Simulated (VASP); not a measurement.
## CuAu3: single point with PBEsol

The system is CuAu3.

```xyz
4
Lattice="3.9800 0.0000 0.0000 0.0000 3.9800 0.0000 0.0000 0.0000 3.9800" Properties=species:S:1:pos:R:3 pbc="T T T"
Cu    0.0000    0.0000    0.0000
Au    0.0000    1.9900    1.9900
Au    1.9900    0.0000    1.9900
Au    1.9900    1.9900    0.0000
```

| Item | Value |
| --- | --- |
| Program | VASP 6.6.1 |
| Task | single point |
| Functional | PBEsol |
| Potentials or basis | VASP PAW PBE potentials, release 64 (Cu, Au) |
| Cutoff | 520 eV |
| k mesh | 7 × 7 × 7 |
| Occupations | fermi-dirac, width 0.1 eV |
| Spin | no spin polarisation |
| Dipole correction | no |
| Further INCAR settings | ALGO = Normal; EDIFF = 1e-06; NBANDS = 30 |

- Pressure: -1.1 GPa
- Band gap on the k mesh: zero (bands 22 and 23 overlap by 1.39 eV)

Levels at points of the mesh, in eV from the Fermi level:
| k point | band 18 | band 19 | band 20 | band 21 | band 22 | band 23 | band 24 | band 25 | band 26 | band 27 |
| --- | --- | --- | --- | --- | --- | --- | --- | --- | --- | --- |
| (0.00, 0.00, 0.00) | -1.49 | -1.41 | -1.41 | -1.41 | 1.02 | 1.02 | 1.02 | 5.98 | 5.98 | 6.83 |

It took 72 s on 1 thread of Intel Xeon 8259CL, with other jobs on the host, peak memory 0.18 GiB.

Caveat: the PAW data sets were made with another functional, which shifts forces and pressure a little; spin-orbit coupling is left out, which moves the levels of the heavy elements.
